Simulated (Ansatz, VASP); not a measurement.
## One calculation of Si, two programs

INCAR

```
  PREC = Accurate
  ENCUT = 520
  EDIFF = 1E-7
  ISMEAR = 0
  SIGMA = 0.02
  LREAL = False
  LASPH = True
  NELM = 60
  ALGO = Normal
  ISIF = 2
  LWAVE = False
  LCHARG = True
  GGA = PE
  LELF = True
  LVHAR = True
  NBANDS = 11
```

Contents of KPOINTS:

```
Automatic mesh
0
Gamma
  8 8 8
```

POSCAR

```
Si
1.0
    0.0000000000      2.7351533510      2.7351533510
    2.7351533510      0.0000000000      2.7351533510
    2.7351533510      2.7351533510      0.0000000000
Si
2
Direct
    0.5000000000      0.5000000000      0.5000000000
    0.7500000000      0.7500000000      0.7500000000
```

Input for Ansatz:

```yaml
crystal:
  lattice:
    - [0.0, 2.735153351, 2.735153351]
    - [2.735153351, 0.0, 2.735153351]
    - [2.735153351, 2.735153351, 0.0]
  atoms:
    - { symbol: Si, position: [0.5, 0.5, 0.5] }
    - { symbol: Si, position: [0.75, 0.75, 0.75] }
basis:
  ecutwfc: 420
kpoints:
  mp_grid: { grid: [8, 8, 8] }
  band_path:
    path:
      - [[0.0, 0.0, 0.0], [0.5, 0.0, 0.5], [0.625, 0.25, 0.625]]
      - [[0.375, 0.375, 0.75], [0.0, 0.0, 0.0], [0.5, 0.5, 0.5], [0.5, 0.25, 0.75], [0.5, 0.0, 0.5]]
    npoints: 14
hamiltonian:
  xc: pbe
scf:
  occupations: { method: gaussian, width: 0.02 }
  n_extra_bands: 6
output:
  forces: true
  stress: true
  eigenvalues: true
  populations: true
  dos: { projected: true, de: 0.02, nscf_kmesh: { grid: [12, 12, 12] } }
  bader: true
```

Alike in both runs: task single point; functional PBE; k mesh 8 × 8 × 8; occupations gaussian, width 0.02 eV; no spin polarisation.

|  | VASP | Ansatz |
| --- | --- | --- |
| version | VASP 6.6.1 | Ansatz 0.2.0 |
| potentials or method | VASP PAW PBE potentials, release 64 (Si), cutoff 520 eV | scalar-relativistic, plane waves, PAW |
| valence electrons in the cell | 8 | 8 |

```tsv
	VASP	Ansatz	Ansatz less VASP
gap on the k mesh at the Fermi level (eV)	0.65	0.65	-0.003
least direct gap on the mesh (eV)	2.56	2.55	-0.005
pressure (GPa)	-0.1	0.0	+0.08
```
